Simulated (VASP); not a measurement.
# ZnSnN2 (R-3m) in VASP: notebook

Aim: see how the results for ZnSnN2 move with the level of theory and the settings. Levels: PBE, r2SCAN. Tasks: single point.

Program: VASP 6.6.1. These are calculated values, not measurements. Logs are shortened: lines on timing, memory, paths and dates and some standing lists are left out, and cuts for length are marked.

## (1) The cell of the first run

It takes space group R-3m (No. 166, trigonal). The conventional cell has a = 3.167 Å, b = 3.167 Å, c = 15.449 Å, α = 90.00°, β = 90.00°, γ = 120.00°. Within 3.0 Å of Zn (site symmetry -3m) lie 6 N at 2.27 Å. Within 2.9 Å of Sn (site symmetry -3m) lie 6 N at 2.21 Å. N (site symmetry 3m) has 3 Sn at 2.21 Å and 3 Zn at 2.27 Å within 2.9 Å.

## (2) Single point, PBE

INCAR

```
ALGO = Normal
EDIFF = 1E-7
ENCUT = 520
GGA = PE
ISIF = 2
ISMEAR = 0
LASPH = True
LCHARG = False
LREAL = False
LWAVE = False
NBANDS = 26
NELM = 60
PREC = Accurate
SIGMA = 0.01
```

KPOINTS

```
k-points
0
Gamma
  10 10 10
```

POSCAR

```
ZnSnN2
1.0
    1.5836871722      0.9143422152      5.1498174719
   -1.5836871722      0.9143422152      5.1498174719
    0.0000000000     -1.8286844304      5.1498174719
Zn Sn N
1 1 2
Direct
    1.0000000000      0.0000000000      0.0000000000
    0.5000000000      0.5000000000      0.5000000000
    0.2464698154      0.2464698154      0.2464698154
    0.7535301846      0.7535301846      0.7535301846
```

Potentials or basis: VASP PAW PBE potentials, release 64 (Zn, Sn_d, N).

Command:

```
$ cat potpaw_PBE.64/Zn/POTCAR potpaw_PBE.64/Sn_d/POTCAR potpaw_PBE.64/N/POTCAR > POTCAR
$ mpirun -np 1 vasp_std > vasp.out
```

OUTCAR:

```text
EDIFF = 1E-7
   ENCUT = 520
   GGA = PE
   ISIF = 2
   ISMEAR = 0
   LASPH = True
   LREAL = False
   NELM = 60
   PREC = Accurate

 ion  position               nearest neighbor table
   1  0.000  0.000  0.000-   4 2.27   4 2.27   3 2.27   3 2.27   4 2.27   3 2.27   2 3.16   2 3.16
                             2 3.16   2 3.16   2 3.16   2 3.16
   2  0.500  0.500  0.500-   3 2.21   3 2.21   4 2.21   4 2.21   3 2.21   4 2.21   1 3.16   1 3.16
                             1 3.16   1 3.16   1 3.16   1 3.16
   3  0.246  0.246  0.246-   2 2.21   2 2.21   2 2.21   1 2.27   1 2.27   1 2.27
   4  0.754  0.754  0.754-   2 2.21   2 2.21   2 2.21   1 2.27   1 2.27   1 2.27

  LATTYP: Found a trigonal (rhomboedric) cell.
 ALAT       =     5.4648610906
 COS(alpha) =     0.8320381927

  Lattice vectors:

 A1 = (   1.5836871722,   0.9143422152,   5.1498174719)
 A2 = (  -1.5836871722,   0.9143422152,   5.1498174719)
 A3 = (   0.0000000000,  -1.8286844304,   5.1498174719)

Analysis of symmetry for initial positions (statically):
=====================================================================
 Subroutine PRICEL returns:
 Original cell was already a primitive cell.

 Routine SETGRP: Setting up the symmetry group for a
 trigonal (rhombohedral) supercell.

 Subroutine GETGRP returns: Found 12 space group operations
 (whereof 12 operations were pure point group operations)
 out of a pool of 12 trial point group operations.

The static configuration has the point symmetry D_3d.

Analysis of symmetry for dynamics (positions and initial velocities):
=====================================================================
 Subroutine PRICEL returns:
 Original cell was already a primitive cell.

 Routine SETGRP: Setting up the symmetry group for a
 trigonal (rhombohedral) supercell.

 Subroutine GETGRP returns: Found 12 space group operations
 (whereof 12 operations were pure point group operations)
 out of a pool of 12 trial point group operations.

The dynamic configuration has the point symmetry D_3d.

 Subroutine INISYM returns: Found 12 space group operations
 (whereof 12 operations are pure point group operations),
 and found     1 'primitive' translations

----------------------------------------------------------------------------------------

                                     Primitive cell

  volume of cell :      44.7426

  direct lattice vectors                    reciprocal lattice vectors
     1.583687172  0.914342215  5.149817472     0.315718918  0.182280402  0.064727213
    -1.583687172  0.914342215  5.149817472    -0.315718918  0.182280402  0.064727213
     0.000000000 -1.828684430  5.149817472     0.000000000 -0.364560804  0.064727213

  length of vectors
     5.464861091  5.464861091  5.464861091     0.370262329  0.370262329  0.370262329

  position of ions in fractional coordinates (direct lattice)
     0.000000000  0.000000000  0.000000000
     0.500000000  0.500000000  0.500000000
     0.246469815  0.246469815  0.246469815
     0.753530185  0.753530185  0.753530185

  ion indices of the primitive-cell ions
   primitive index   ion index
                 1           1
                 2           2
                 3           3
                 4           4

----------------------------------------------------------------------------------------

 KPOINTS: k-points

Automatic generation of k-mesh.
 Grid dimensions read from file:
 generate k-points for:   10   10   10

 Generating k-lattice:

  Cartesian coordinates                     Fractional coordinates (reciprocal lattice)
     0.031571892  0.018228040  0.006472721     0.100000000  0.000000000  0.000000000
    -0.031571892  0.018228040  0.006472721     0.000000000  0.100000000  0.000000000
     0.000000000 -0.036456080  0.006472721     0.000000000  0.000000000  0.100000000

  Length of vectors
     0.037026233  0.037026233  0.037026233

  Shift w.r.t. Gamma in fractional coordinates (k-lattice)
     0.000000000  0.000000000  0.000000000

 Subroutine IBZKPT returns following result:
 ===========================================

 Found    116 irreducible k-points:

 Following reciprocal coordinates:
            Coordinates               Weight
  0.000000  0.000000  0.000000      1.000000
  0.100000  0.000000  0.000000      6.000000
  0.200000  0.000000  0.000000      6.000000
  0.300000  0.000000  0.000000      6.000000
  0.400000 -0.000000  0.000000      6.000000
  0.500000  0.000000  0.000000      3.000000
[... 16 lines left out ...]
  0.300000  0.300000  0.000000      6.000000
  0.400000  0.300000  0.000000     12.000000
 [... further k-points ...]
   k-points           NKPTS =    116   k-points in BZ     NKDIM =    116   number of bands    NBANDS=     26
   number of dos      NEDOS =    301   number of ions     NIONS =      4
   total plane-waves  NPLWV =  74088
   dimension x,y,z NGX =    42 NGY =   42 NGZ =   42
   dimension x,y,z NGXF=    84 NGYF=   84 NGZF=   84
   ions per type =               1   1   2
   NGX,Y,Z   is equivalent  to a cutoff of  12.78, 12.78, 12.78 a.u.
   NGXF,Y,Z  is equivalent  to a cutoff of  25.55, 25.55, 25.55 a.u.
 SYSTEM =  unknown system
   PREC   = accura    normal or accurate (medium, high low for compatibility)
   ISTART =      0    job   : 0-new  1-cont  2-samecut
   ICHARG =      2    charge: 1-file 2-atom 10-const
   ISPIN  =      1    spin polarized calculation?
   LNONCOLLINEAR =      F non collinear calculations
   LSORBIT =      F    spin-orbit coupling
   LASPH  =      T    aspherical Exc in radial PAW
   ENCUT  =  520.0 eV  38.22 Ry    6.18 a.u.  10.16 10.16 10.16*2*pi/ulx,y,z
   NELM   =     60;   NELMIN=  2; NELMDL= -5     # of ELM steps
   EDIFF  = 0.1E-06   stopping-criterion for ELM
   LREAL  =      F    real-space projection
   EDIFFG = 0.1E-05   stopping-criterion for IOM
   NSW    =      0    number of steps for IOM
   IBRION =     -1    ionic relax: 0-MD 1-quasi-New 2-CG
   NFREE  =      0    steps in history (QN), initial steepest desc. (CG)
   ISIF   =      2    stress and relaxation
   ISYM   =      2    0-nonsym 1-usesym 2-fastsym
   POTIM  = 0.5000    time-step for ionic-motion
   TEBEG  =    0.0;   TEEND  =   0.0 temperature during run
   PSTRESS=    0.0 pullay stress
   NELECT =      36.0000    total number of electrons
   NUPDOWN=      -1.0000    fix difference up-down
   EMIN   =  10.00;   EMAX   =-10.00  energy-range for DOS
   EFERMI =   0.00;   METHOD = LEGACY
   ISMEAR =     0;   SIGMA  =   0.01  broadening in eV -4-tet -1-fermi 0-gaus
   EFERMI_NEDOS =   21; number of points for ismear=-14 and -15
   IALGO  =     38    algorithm
   IMIX   =      4    mixing-type and parameters
     AMIX     =   0.40;   BMIX     =  1.00
     AMIX_MAG =   1.60;   BMIX_MAG =  1.00
  volume/ion in A,a.u.               =      11.19        75.48
  Fermi-wavevector in a.u.,A,eV,Ry     =   1.522656  2.877403 31.544870  2.318483
  Thomas-Fermi vector in A             =   2.631206
   LORBIT       =      0    0 simple, 1 ext, 2 COOP (PROOUT), +10 PAW based schemes
   GGA     = PE    functional components
   LHFCALC =     F    Hartree Fock is set to
   AEXX    =    0.0000 exact exchange contribution
   IVDW    =     0    specifies the selected vdW correction
   LEPSILON=     F    determine dielectric tensor
   LRPA    =     F    only Hartree local field effects (RPA)
 non-spin polarized calculation
 Gauss-broadening in eV      SIGMA  =   0.01
  energy-cutoff  :      520.00
  volume of cell :       44.74
 maximum number of plane-waves:      1226
 NGX is ok and might be reduce to    42
   NGX = 21   NGY = 21   NGZ = 21

 number of electron      35.9999994 magnetization

 Free energy of the ion-electron system (eV)
  ---------------------------------------------------
  ext. energy  EPLUGINS =         0.00000000
  ---------------------------------------------------
  free energy    TOTEN  =       -20.30723517 eV

  energy without entropy =      -20.30723517  energy(sigma->0) =      -20.30723517

 E-fermi :   7.6813     XC(G=0): -12.3423

 val. band max:        7.6236510566   @ k =  -0.2000   0.2000   0.0000
 cond. band min:       8.3583132219   @ k =   0.0000   0.0000   0.0000
 fundamental gap:      0.7346621653
 Fermi energy:         7.6812778494

 k-point     1 :       0.0000    0.0000    0.0000
  band No.  band energies     occupation
      1     -13.4259      2.00000
      2     -13.4257      2.00000
      3     -13.4257      2.00000
      4     -13.2341      2.00000
      5     -13.2341      2.00000
      6      -9.0419      2.00000
[... 18 lines left out ...]
     25      21.4813      0.00000
     26      21.4834      0.00000

 k-point     2 :       0.1000    0.0000    0.0000
  band No.  band energies     occupation
      1     -13.4497      2.00000
      2     -13.4032      2.00000
      3     -13.3999      2.00000
      4     -13.2611      2.00000
      5     -13.2382      2.00000
      6      -8.8869      2.00000
[... 18 lines left out ...]
     25      20.7688      0.00000
     26      20.8417      0.00000

 k-point     3 :       0.2000    0.0000    0.0000
  band No.  band energies     occupation
      1     -13.5219      2.00000
      2     -13.3546      2.00000
      3     -13.3353      2.00000
      4     -13.3106      2.00000
      5     -13.2454      2.00000
      6      -8.4274      2.00000
[... 18 lines left out ...]
     25      18.3349      0.00000
     26      19.9597      0.00000

 k-point     4 :       0.3000    0.0000    0.0000
  band No.  band energies     occupation
      1     -13.6228      2.00000
      2     -13.3848      2.00000
      3     -13.2917      2.00000
      4     -13.2671      2.00000
      5     -13.2163      2.00000
      6      -7.7038      2.00000
[... 18 lines left out ...]
     25      17.6965      0.00000
     26      19.6328      0.00000

 k-point     5 :       0.4000   -0.0000    0.0000
  band No.  band energies     occupation
      1     -13.7075      2.00000
      2     -13.4214      2.00000
      3     -13.2957      2.00000
      4     -13.2146      2.00000
      5     -13.1523      2.00000
      6      -6.8631      2.00000
[... 18 lines left out ...]
     25      17.8423      0.00000
     26      19.6599      0.00000

 k-point     6 :       0.5000    0.0000    0.0000
  band No.  band energies     occupation
      1     -13.7398      2.00000
      2     -13.4347      2.00000
      3     -13.2995      2.00000
      4     -13.1948      2.00000
      5     -13.1252      2.00000
      6      -6.3766      2.00000
[... 427 lines left out ...]
 k-point    21 :      -0.3000    0.2000   -0.0000
  band No.  band energies     occupation
      1     -13.6260      2.00000
      2     -13.3867      2.00000
      3     -13.3660      2.00000
      4     -13.2618      2.00000
      5     -13.1721      2.00000
      6      -6.5068      2.00000
[... 18 lines left out ...]
     25      17.2487      0.00000
     26      17.9584      0.00000

 k-point    22 :      -0.2000    0.2000    0.0000
  band No.  band energies     occupation
      1     -13.5956      2.00000
      2     -13.3672      2.00000
      3     -13.3593      2.00000
      4     -13.2935      2.00000
      5     -13.1819      2.00000
      6      -7.3178      2.00000
[... 18 lines left out ...]
     25      17.3343      0.00000
     26      18.2904      0.00000

 k-point    23 :       0.3000    0.3000    0.0000
  band No.  band energies     occupation
      1     -13.6235      2.00000
      2     -13.3846      2.00000
      3     -13.2916      2.00000
      4     -13.2671      2.00000
      5     -13.2164      2.00000
      6      -7.6512      2.00000
[... 18 lines left out ...]
     25      17.8735      0.00000
     26      19.6608      0.00000

 k-point    24 :       0.4000    0.3000    0.0000
  band No.  band energies     occupation
      1     -13.6499      2.00000
      2     -13.3952      2.00000
      3     -13.3178      2.00000
      4     -13.2560      2.00000
      5     -13.1760      2.00000
      6      -7.1180      2.00000
[... 18 lines left out ...]
     25      17.5495      0.00000
     26      19.2783      0.00000

 [... further k-points ...]
[... 5 lines left out ...]
  --------------------------------------------------------------------------------------
  -------------------------------------------------------------------------------------
  Total        1.9548288      1.9548288      1.9105235      0.0000000      0.0000000      0.0000000
  in kB       70.0000023     70.0000023     68.4134844      0.0000000      0.0000000      0.0000000
  external PRESSURE =      69.4711630 kB  Pullay stress =       0.0000000 kB

 VOLUME and BASIS-vectors are now :
 -----------------------------------------------------------------------------
  energy-cutoff  :      520.00
  volume of cell :       44.74
      direct lattice vectors                 reciprocal lattice vectors
     1.583687172  0.914342215  5.149817472     0.315718918  0.182280402  0.064727213
    -1.583687172  0.914342215  5.149817472    -0.315718918  0.182280402  0.064727213
     0.000000000 -1.828684430  5.149817472     0.000000000 -0.364560804  0.064727213

 POSITION                                       TOTAL-FORCE (eV/Angst)
 -----------------------------------------------------------------------------------
      0.00000      0.00000      0.00000        -0.000000      0.000000     -0.000000
      0.00000      0.00000      7.72473         0.000000     -0.000000     -0.000000
      0.00000      0.00000      3.80782         0.000000      0.000000      0.186691
      0.00000      0.00000     11.64163         0.000000      0.000000     -0.186691
 -----------------------------------------------------------------------------------
    total drift:                                0.000000      0.000000     -0.000000

  FREE ENERGIE OF THE ION-ELECTRON SYSTEM (eV)
  ---------------------------------------------------
  free  energy   TOTEN  =       -20.3072351683 eV

  energy  without entropy=      -20.3072351683  energy(sigma->0) =      -20.30723517
```

Run time: 10 min. Hardware: 1 thread of AMD EPYC 7R13 (Zen 3), shared host; peak memory 0.31 GiB.

What came out:

- Free energy: -20.3072 eV
- Pressure: 6.9 GPa
- Largest force: 0.187 eV/Å
- Band gap on the k mesh: 0.73 eV, indirect (least direct gap 0.84 eV)

Forces on the atoms (eV/Å):
```
Zn   0.000  0.000  0.000
Sn   0.000  0.000  0.000
N    0.000  0.000  0.187
N    0.000  0.000 -0.187
```

Caveat: spin-orbit coupling is left out, which moves the levels of the heavy elements.

## (3) Single point, r2SCAN

POSCAR is that of step 2.

INCAR.step1

```
PREC = Accurate
ENCUT = 520
ISMEAR = 0
SIGMA = 0.01
LREAL = False
LASPH = True
NELM = 100
NBANDS = 26
GGA = PE
ALGO = Normal
EDIFF = 1E-4
LWAVE = True
LCHARG = False
```

INCAR.step2

```
PREC = Accurate
ENCUT = 520
EDIFF = 1E-7
ISMEAR = 0
SIGMA = 0.01
LREAL = False
LASPH = True
NELM = 100
ALGO = Normal
ISIF = 2
LWAVE = False
LCHARG = False
METAGGA = R2SCAN
LMIXTAU = True
NBANDS = 26
ISTART = 1
```

KPOINTS

```
Automatic mesh
0
Gamma
  10 10 10
```

Potentials or basis: VASP PAW PBE potentials, release 64 (Zn, Sn_d, N).

Command:

```
$ cat potpaw_PBE.64/Zn/POTCAR potpaw_PBE.64/Sn_d/POTCAR potpaw_PBE.64/N/POTCAR > POTCAR
$ cp INCAR.step1 INCAR
$ mpirun -np 1 vasp_std > vasp.out
$ cp INCAR.step2 INCAR
$ mpirun -np 1 vasp_std > vasp.out
```

Run time: 71 min. Hardware: 1 thread of AMD EPYC 7R13 (Zen 3), shared host; peak memory 0.33 GiB.

Results (log left out):

```yaml
Free_energy: -51.3554 eV
Pressure: 0.9 GPa
Largest_force: 0.013 eV/Å
Band_gap_on_the_k_mesh: 1.22 eV, indirect (least direct gap 1.32 eV)
```

Forces on the atoms (eV/Å):
```
Zn   0.000  0.000  0.000
Sn   0.000  0.000  0.000
N    0.000  0.000  0.013
N    0.000  0.000 -0.013
```

Stress tensor (GPa, compression positive):
```
0.89 0.00 0.00
0.00 0.89 0.00
0.00 0.00 0.79
```

Levels at points of the mesh, in eV from the valence-band top:
```
           k point  band 16  band 17  band 18  band 19  band 20  band 21
(0.00, 0.00, 0.00)    -0.84    -0.20    -0.20     1.22     4.06     8.99
(0.50, 0.00, 0.00)    -2.66    -2.18    -1.36     3.65     4.82     7.68
(0.50, 0.50, 0.00)    -2.91    -0.12    -0.04     1.28     4.28     8.21
(0.50, 0.50, 0.50)    -0.66    -0.61    -0.61     3.69     4.37     8.47
```

Caveat: the PAW data sets were made with another functional, which shifts forces and pressure a little; spin-orbit coupling is left out, which moves the levels of the heavy elements. r2SCAN opens gaps a little over a GGA but as a rule still falls short of measured ones.
